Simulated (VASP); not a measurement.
Hf, 2 atoms in the cell. Symmetry: P6_3/mmc, No. 194, hexagonal system. Conventional cell: a = 3.197 Å, b = 3.197 Å, c = 5.058 Å, α = 90.00°, β = 90.00°, γ = 120.00°. Within 4.1 Å of Hf (site symmetry -6m2) lie 12 Hf at 3.13 to 3.20 Å. 

* Program: VASP 6.6.1
* Task: single point
* Functional: LDA
* Potentials or basis: VASP PAW LDA potentials, release 64 (Hf_pv)
* Cutoff: 520 eV
* k mesh: 12 × 12 × 7
* Occupations: fermi-dirac, width 0.05 eV
* Spin: collinear spin, ferromagnetic start
* Starting moments: [0.6, 0.6] μB
* Fixed moment: 1.2 μB
* Dipole correction: no
* Further INCAR settings: ALGO = Normal; EDIFF = 1e-07; NBANDS = 21

Potentials or basis: VASP PAW LDA potentials, release 64 (Hf_pv).

Launch:

```bash
$ cat potpaw_LDA.64/Hf_pv/POTCAR > POTCAR
$ mpirun -np 1 vasp_std > vasp.out
```

Hardware: 1 thread of Intel(R) Xeon(R) 6975P-C (Granite Rapids), with other jobs on the host.

Problem. How long does it take, and how much memory?

Solution. It took 38 s on 1 thread of Intel(R) Xeon(R) 6975P-C (Granite Rapids) (shared host), peak memory 0.21 GiB. Counts: scf iterations 13, k points 76.
